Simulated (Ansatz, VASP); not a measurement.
## One calculation of SiSe2, two programs

```
CELL_PARAMETERS angstrom
-2.92503 4.75197 2.91846
2.92503 -4.75197 2.91846
2.92503 4.75197 -2.91846
ATOMIC_POSITIONS crystal
Si 0.75000 0.75000 0.00000
Si 0.25000 0.25000 0.00000
Se 0.12618 0.22282 0.34900
Se 0.87382 0.77718 0.65100
Se 0.37382 0.72282 0.09664
Se 0.62618 0.27718 0.90336
```

Alike in both runs: functional PBE; dispersion D3(BJ); k mesh 8 × 8 × 8; occupations gaussian, width 0.02 eV; no spin polarisation.

Ansatz relaxed the structure, and its values are those at the end. VASP's run is a single point on that final structure, the one shown.

|  | VASP | Ansatz |
| --- | --- | --- |
| version | VASP 6.6.1 | Ansatz 0.2.0 |
| potentials or method | VASP PAW PBE potentials, release 64 (Si, Se), cutoff 500 eV | scalar-relativistic, plane waves, PAW |
| valence electrons in the cell | 32 | 72 |

VASP gave:

| Item | Value |
| --- | --- |
| gap on the k mesh at the Fermi level (eV) | 1.51 |
| least direct gap on the mesh (eV) | 1.78 |
| pressure (GPa) | 0.1 |
| rms of the force components (eV/Å) | 0.016 |

Estimate Ansatz's values.

gap on the k mesh at the Fermi level (eV): 1.51; least direct gap on the mesh (eV): 1.78; pressure (GPa): 0.0; rms of the force components (eV/Å): 0.002.

VASP's potentials hold 32 valence electrons a cell and Ansatz's 72, so a difference there can come from the potentials and not from the codes.
